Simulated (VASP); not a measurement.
# ZnCu: single point with PBE

ZnCu:

```
Zn Cu
1.0
     2.94500    0.00000    0.00000
     0.00000    2.94500    0.00000
     0.00000    0.00000    2.94500
Zn Cu
1 1
Cartesian
  1.4725 1.4725 1.4725
  0.0000 0.0000 0.0000
```

| Quantity | Value |
| --- | --- |
| Program | VASP 6.6.1 |
| Task | single point |
| Functional | PBE |
| Potentials or basis | VASP PAW PBE potentials, release 64 (Zn, Cu) |
| Cutoff | 520 eV |
| k mesh | 9 × 9 × 9 |
| Occupations | fermi-dirac, width 0.05 eV |
| Spin | no spin polarisation |

The pressure is 3.1 GPa.

Levels at points of the mesh, in eV from the Fermi level:
```
           k point  band 8  band 9  band 10  band 11  band 12  band 13  band 14  band 15
(0.00, 0.00, 0.00)   -3.65   -2.80    -2.80    -2.80     6.16     6.16     6.16    11.19
```

Wall time 30 s on 1 thread of AMD EPYC 7R43 64-Core Processor (Zen 3) (shared host), peak memory 0.11 GiB.
